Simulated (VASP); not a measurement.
# Bi (R-3m) in VASP: a series of runs

Bi is run at these levels: PBEsol; tasks: single point.

Everything below comes from runs of VASP 6.6.1. Logs are shortened: lines on timing, memory, paths and dates and some standing lists are left out, and cuts for length are marked.

## Step 1: The cell of the first run

It takes space group R-3m (No. 166, trigonal). The conventional cell has a = 4.442 Å, b = 4.442 Å, c = 11.573 Å, α = 90.00°, β = 90.00°, γ = 120.00°. Bi (site symmetry 3m) has 6 Bi at 3.00 to 3.44 Å within 4.0 Å.

## Step 2: Single point, PBEsol (32.97 Å³/atom)

INCAR reads:

```
ALGO = Normal
EDIFF = 1E-6
ENCUT = 520
GGA = PS
ISIF = 2
ISMEAR = -1
LASPH = True
LCHARG = False
LREAL = False
LWAVE = False
NBANDS = 22
NELM = 100
PREC = Accurate
SIGMA = 0.05
```

KPOINTS reads:

```
k-points
0
Gamma
  7 7 7
```

POSCAR reads:

```
Bi
1.0
    2.2212115015      1.2824170583      3.8576100961
   -2.2212115015      1.2824170583      3.8576100961
    0.0000000000     -2.5648341167      3.8576100961
Bi
2
Direct
    0.7660000000      0.7660000000      0.7660000000
    0.2340000000      0.2340000000      0.2340000000
```

Potentials or basis: VASP PAW PBE potentials, release 64 (Bi_d).

Launch:

```sh
$ cat potpaw_PBE.64/Bi_d/POTCAR > POTCAR
$ mpirun -np 1 vasp_std > vasp.out
```

OUTCAR:

```text
EDIFF = 1E-6
   ENCUT = 520
   GGA = PS
   ISIF = 2
   ISMEAR = -1
   LASPH = True
   LREAL = False
   NELM = 100
   PREC = Accurate

 ion  position               nearest neighbor table
   1  0.766  0.766  0.766-   2 3.00   2 3.00   2 3.00   2 3.44   2 3.44   2 3.44
   2  0.234  0.234  0.234-   1 3.00   1 3.00   1 3.00   1 3.44   1 3.44   1 3.44

  LATTYP: Found a trigonal (rhomboedric) cell.
 ALAT       =     4.6324431674
 COS(alpha) =     0.5401781303

  Lattice vectors:

 A1 = (   2.2212115015,   1.2824170583,   3.8576100961)
 A2 = (  -2.2212115015,   1.2824170583,   3.8576100961)
 A3 = (   0.0000000000,  -2.5648341167,   3.8576100961)

Analysis of symmetry for initial positions (statically):
=====================================================================
 Subroutine PRICEL returns:
 Original cell was already a primitive cell.

 Routine SETGRP: Setting up the symmetry group for a
 trigonal (rhombohedral) supercell.

 Subroutine GETGRP returns: Found 12 space group operations
 (whereof 12 operations were pure point group operations)
 out of a pool of 12 trial point group operations.

The static configuration has the point symmetry D_3d.

Analysis of symmetry for dynamics (positions and initial velocities):
=====================================================================
 Subroutine PRICEL returns:
 Original cell was already a primitive cell.

 Routine SETGRP: Setting up the symmetry group for a
 trigonal (rhombohedral) supercell.

 Subroutine GETGRP returns: Found 12 space group operations
 (whereof 12 operations were pure point group operations)
 out of a pool of 12 trial point group operations.

The dynamic configuration has the point symmetry D_3d.

 Subroutine INISYM returns: Found 12 space group operations
 (whereof 12 operations are pure point group operations),
 and found     1 'primitive' translations

----------------------------------------------------------------------------------------

                                     Primitive cell

  volume of cell :      65.9309

  direct lattice vectors                    reciprocal lattice vectors
     2.221211502  1.282417058  3.857610096     0.225102382  0.129962921  0.086409286
    -2.221211502  1.282417058  3.857610096    -0.225102382  0.129962921  0.086409286
     0.000000000 -2.564834117  3.857610096     0.000000000 -0.259925842  0.086409286

  length of vectors
     4.632443167  4.632443167  4.632443167     0.273912409  0.273912409  0.273912409

  position of ions in fractional coordinates (direct lattice)
     0.766000000  0.766000000  0.766000000
     0.234000000  0.234000000  0.234000000

  ion indices of the primitive-cell ions
   primitive index   ion index
                 1           1
                 2           2

----------------------------------------------------------------------------------------

 KPOINTS: k-points

Automatic generation of k-mesh.
 Grid dimensions read from file:
 generate k-points for:    7    7    7

 Generating k-lattice:

  Cartesian coordinates                     Fractional coordinates (reciprocal lattice)
     0.032157483  0.018566132  0.012344184     0.142857143  0.000000000  0.000000000
    -0.032157483  0.018566132  0.012344184     0.000000000  0.142857143  0.000000000
     0.000000000 -0.037132263  0.012344184     0.000000000  0.000000000  0.142857143

  Length of vectors
     0.039130344  0.039130344  0.039130344

  Shift w.r.t. Gamma in fractional coordinates (k-lattice)
     0.000000000  0.000000000  0.000000000

 Subroutine IBZKPT returns following result:
 ===========================================

 Found     44 irreducible k-points:

 Following reciprocal coordinates:
            Coordinates               Weight
  0.000000  0.000000  0.000000      1.000000
  0.142857 -0.000000  0.000000      6.000000
  0.285714 -0.000000  0.000000      6.000000
  0.428571 -0.000000  0.000000      6.000000
  0.142857  0.142857  0.000000      6.000000
  0.285714  0.142857  0.000000     12.000000
[... 16 lines left out ...]
  0.285714  0.285714  0.142857      6.000000
  0.428571  0.285714  0.142857     12.000000
 [... further k-points ...]
   k-points           NKPTS =     44   k-points in BZ     NKDIM =     44   number of bands    NBANDS=     22
   number of dos      NEDOS =    301   number of ions     NIONS =      2
   total plane-waves  NPLWV =  46656
   dimension x,y,z NGX =    36 NGY =   36 NGZ =   36
   dimension x,y,z NGXF=    72 NGYF=   72 NGZF=   72
   ions per type =               2
   NGX,Y,Z   is equivalent  to a cutoff of  12.92, 12.92, 12.92 a.u.
   NGXF,Y,Z  is equivalent  to a cutoff of  25.84, 25.84, 25.84 a.u.
 SYSTEM =  unknown system
   PREC   = accura    normal or accurate (medium, high low for compatibility)
   ISTART =      0    job   : 0-new  1-cont  2-samecut
   ICHARG =      2    charge: 1-file 2-atom 10-const
   ISPIN  =      1    spin polarized calculation?
   LNONCOLLINEAR =      F non collinear calculations
   LSORBIT =      F    spin-orbit coupling
   LASPH  =      T    aspherical Exc in radial PAW
   ENCUT  =  520.0 eV  38.22 Ry    6.18 a.u.   8.61  8.61  8.61*2*pi/ulx,y,z
   NELM   =    100;   NELMIN=  2; NELMDL= -5     # of ELM steps
   EDIFF  = 0.1E-05   stopping-criterion for ELM
   LREAL  =      F    real-space projection
   EDIFFG = 0.1E-04   stopping-criterion for IOM
   NSW    =      0    number of steps for IOM
   IBRION =     -1    ionic relax: 0-MD 1-quasi-New 2-CG
   NFREE  =      0    steps in history (QN), initial steepest desc. (CG)
   ISIF   =      2    stress and relaxation
   ISYM   =      2    0-nonsym 1-usesym 2-fastsym
   POTIM  = 0.5000    time-step for ionic-motion
   TEBEG  =    0.0;   TEEND  =   0.0 temperature during run
   PSTRESS=    0.0 pullay stress
   NELECT =      30.0000    total number of electrons
   NUPDOWN=      -1.0000    fix difference up-down
   EMIN   =  10.00;   EMAX   =-10.00  energy-range for DOS
   EFERMI =   0.00;   METHOD = LEGACY
   ISMEAR =    -1;   SIGMA  =   0.05  broadening in eV -4-tet -1-fermi 0-gaus
   EFERMI_NEDOS =   21; number of points for ismear=-14 and -15
   IALGO  =     38    algorithm
   IMIX   =      4    mixing-type and parameters
     AMIX     =   0.40;   BMIX     =  1.00
     AMIX_MAG =   1.60;   BMIX_MAG =  1.00
  volume/ion in A,a.u.               =      32.97       222.46
  Fermi-wavevector in a.u.,A,eV,Ry     =   1.259174  2.379493 21.572289  1.585518
  Thomas-Fermi vector in A             =   2.392747
   LORBIT       =      0    0 simple, 1 ext, 2 COOP (PROOUT), +10 PAW based schemes
   GGA     = PS    functional components
   LHFCALC =     F    Hartree Fock is set to
   AEXX    =    0.0000 exact exchange contribution
   IVDW    =     0    specifies the selected vdW correction
   LEPSILON=     F    determine dielectric tensor
   LRPA    =     F    only Hartree local field effects (RPA)
 non-spin polarized calculation
  energy-cutoff  :      520.00
  volume of cell :       65.93
 maximum number of plane-waves:      1791
   NGX = 17   NGY = 17   NGZ = 17

 number of electron      30.0000001 magnetization

 Free energy of the ion-electron system (eV)
  ---------------------------------------------------
  ext. energy  EPLUGINS =         0.00000000
  ---------------------------------------------------
  free energy    TOTEN  =        -8.59007305 eV

  energy without entropy =       -8.58882864  energy(sigma->0) =       -8.58945084

 E-fermi :   6.8462     XC(G=0): -10.0031

 val. band max:        6.6708287045   @ k =   0.4286   0.2857   0.2857
 cond. band min:       6.9662031416   @ k =   0.4286  -0.0000   0.0000
 fundamental gap:      0.2953744371
 Fermi energy:         6.8462412088

 k-point     1 :       0.0000    0.0000    0.0000
  band No.  band energies     occupation
      1     -16.0431      2.00000
      2     -16.0431      2.00000
      3     -15.8578      2.00000
      4     -15.8578      2.00000
      5     -15.8384      2.00000
      6     -15.6270      2.00000
[... 14 lines left out ...]
     21      12.7194      0.00000
     22      13.1191      0.00000

 k-point     2 :       0.1429   -0.0000    0.0000
  band No.  band energies     occupation
      1     -16.0252      2.00000
      2     -16.0203      2.00000
      3     -15.8498      2.00000
      4     -15.8436      2.00000
      5     -15.8259      2.00000
      6     -15.6391      2.00000
[... 14 lines left out ...]
     21      12.9604      0.00000
     22      14.7110      0.00000

 k-point     3 :       0.2857   -0.0000    0.0000
  band No.  band energies     occupation
      1     -15.9786      2.00000
      2     -15.9565      2.00000
      3     -15.8318      2.00000
      4     -15.8052      2.00000
      5     -15.7886      2.00000
      6     -15.6797      2.00000
[... 14 lines left out ...]
     21      14.0121      0.00000
     22      17.2932      0.00000

 k-point     4 :       0.4286   -0.0000    0.0000
  band No.  band energies     occupation
      1     -15.9303      2.00000
      2     -15.8679      2.00000
      3     -15.8157      2.00000
      4     -15.7647      2.00000
      5     -15.7562      2.00000
      6     -15.7166      2.00000
[... 14 lines left out ...]
     21      15.7350      0.00000
     22      16.4418      0.00000

 k-point     5 :       0.1429    0.1429    0.0000
  band No.  band energies     occupation
      1     -16.0399      2.00000
      2     -15.9967      2.00000
      3     -15.8572      2.00000
      4     -15.8362      2.00000
      5     -15.8200      2.00000
      6     -15.6441      2.00000
[... 14 lines left out ...]
     21      13.5487      0.00000
     22      14.0454      0.00000

 k-point     6 :       0.2857    0.1429    0.0000
  band No.  band energies     occupation
      1     -16.0173      2.00000
      2     -15.9421      2.00000
      3     -15.8450      2.00000
      4     -15.8155      2.00000
      5     -15.7879      2.00000
      6     -15.6762      2.00000
[... 14 lines left out ...]
     21      14.4360      0.00000
     22      15.6534      0.00000

 k-point     7 :       0.4286    0.1429   -0.0000
  band No.  band energies     occupation
      1     -15.9681      2.00000
      2     -15.8787      2.00000
      3     -15.8105      2.00000
      4     -15.7991      2.00000
      5     -15.7415      2.00000
      6     -15.7276      2.00000
[... 324 lines left out ...]
      6     -15.7223      2.00000
[... 14 lines left out ...]
     21      15.5220      0.00000
     22      17.3901      0.00000

 k-point    21 :      -0.2857    0.1429    0.1429
  band No.  band energies     occupation
      1     -15.9718      2.00000
      2     -15.8525      2.00000
      3     -15.8348      2.00000
      4     -15.7737      2.00000
      5     -15.7490      2.00000
      6     -15.7077      2.00000
[... 14 lines left out ...]
     21      16.2292      0.00000
     22      16.9305      0.00000

 k-point    22 :      -0.1429    0.1429    0.1429
  band No.  band energies     occupation
      1     -16.0189      2.00000
      2     -15.9316      2.00000
      3     -15.8530      2.00000
      4     -15.7990      2.00000
      5     -15.7838      2.00000
      6     -15.6844      2.00000
[... 14 lines left out ...]
     21      14.5566      0.00000
     22      15.8717      0.00000

 k-point    23 :       0.2857    0.2857    0.1429
  band No.  band energies     occupation
      1     -16.0209      2.00000
      2     -15.9533      2.00000
      3     -15.8503      2.00000
      4     -15.8188      2.00000
      5     -15.8033      2.00000
      6     -15.6582      2.00000
[... 14 lines left out ...]
     21      14.6464      0.00000
     22      15.3785      0.00000

 k-point    24 :       0.4286    0.2857    0.1429
  band No.  band energies     occupation
      1     -16.0007      2.00000
      2     -15.9111      2.00000
      3     -15.8395      2.00000
      4     -15.8007      2.00000
      5     -15.7786      2.00000
      6     -15.6806      2.00000
[... 14 lines left out ...]
     21      15.2640      0.00000
     22      15.9845      0.00000

 [... further k-points ...]

------------------------ aborting loop because EDIFF is reached ----------------------------------------

  FORCE on cell =-STRESS in cart. coord.  units (eV):
  Direction    XX          YY          ZZ          XY          YZ          ZX
  --------------------------------------------------------------------------------------
  -------------------------------------------------------------------------------------
  Total        1.3517883      1.3517883      1.0306162      0.0000000     -0.0000000      0.0000000
  in kB       32.8496297     32.8496297     25.0448703      0.0000000     -0.0000000      0.0000000
  external PRESSURE =      30.2480433 kB  Pullay stress =       0.0000000 kB

 VOLUME and BASIS-vectors are now :
 -----------------------------------------------------------------------------
  energy-cutoff  :      520.00
  volume of cell :       65.93
      direct lattice vectors                 reciprocal lattice vectors
     2.221211502  1.282417058  3.857610096     0.225102382  0.129962921  0.086409286
    -2.221211502  1.282417058  3.857610096    -0.225102382  0.129962921  0.086409286
     0.000000000 -2.564834117  3.857610096     0.000000000 -0.259925842  0.086409286

 POSITION                                       TOTAL-FORCE (eV/Angst)
 -----------------------------------------------------------------------------------
      0.00000     -0.00000      8.86479         0.000000      0.000000     -0.439670
      0.00000     -0.00000      2.70804         0.000000     -0.000000      0.439670
 -----------------------------------------------------------------------------------
    total drift:                               -0.000000      0.000000     -0.000000

  FREE ENERGIE OF THE ION-ELECTRON SYSTEM (eV)
  ---------------------------------------------------
  free  energy   TOTEN  =        -8.5900730521 eV

  energy  without entropy=       -8.5888286353  energy(sigma->0) =       -8.58945084
```

Run time: 1.7 min. Hardware: 1 thread of Intel Xeon 8259CL, shared host; peak memory 0.22 GiB.

Results:

```yaml
Free_energy: -8.5901 eV
Pressure: 3.0 GPa
Largest_force: 0.440 eV/Å
```

Forces on the atoms (eV/Å):
```
Bi   0.000  0.000 -0.440
Bi   0.000  0.000  0.440
```

Levels at points of the mesh, in eV from the Fermi level:
```
           k point  band 13  band 14  band 15  band 16  band 17  band 18
(0.00, 0.00, 0.00)    -1.51    -1.22    -1.22     2.68     3.20     3.20
```

Caveat: the cell stands under pressure; the PAW data sets were made with another functional, which shifts forces and pressure a little; spin-orbit coupling is left out, which moves the levels of the heavy elements.

## Step 3: Single point, PBEsol (33.67 Å³/atom)

This run uses another cell than the first one, of 33.67 Å³/atom.

INCAR reads:

```
SYSTEM = Bi
PREC = Accurate ; ENCUT = 520
EDIFF = 1E-7 ; ISMEAR = -1
SIGMA = 0.05 ; LREAL = .FALSE.
LASPH = .TRUE. ; NELM = 100
ALGO = Normal ; ISIF = 2
LWAVE = .FALSE. ; LCHARG = .FALSE.
GGA = PS ; NBANDS = 22
```

KPOINTS reads:

```
regular mesh
0
G
  7 7 7
  0 0 0
```

POSCAR reads:

```
Bi
1.0
    2.2368543514      1.2914484619      3.8847772595
   -2.2368543514      1.2914484619      3.8847772595
    0.0000000000     -2.5828969239      3.8847772595
Bi
2
Direct
    0.7660000000      0.7660000000      0.7660000000
    0.2340000000      0.2340000000      0.2340000000
```

Potentials or basis: VASP PAW PBE potentials, release 64 (Bi_d).

Launch:

```sh
$ cat potpaw_PBE.64/Bi_d/POTCAR > POTCAR
$ mpirun -np 1 vasp_std > vasp.out
```

It took 88 s on 1 thread of Intel Xeon 8259CL, shared host; peak memory 0.22 GiB.

Results (log left out):

```
Free energy   : -8.6116 eV
Pressure      : 1.8 GPa
Largest force : 0.331 eV/Å
```

Forces in eV/Å, atoms in the order of the input:
```
Bi   0.000  0.000 -0.331
Bi   0.000  0.000  0.331
```

Stress tensor (GPa, compression positive):
```
1.94 0.00 0.00
0.00 1.94 0.00
0.00 0.00 1.38
```

Levels at points of the mesh, in eV from the Fermi level:
```tsv
k point	band 13	band 14	band 15	band 16	band 17	band 18
(0.00, 0.00, 0.00)	-1.46	-1.18	-1.18	2.66	3.16	3.16
```

Caveat: the PAW data sets were made with another functional, which shifts forces and pressure a little; spin-orbit coupling is left out, which moves the levels of the heavy elements.
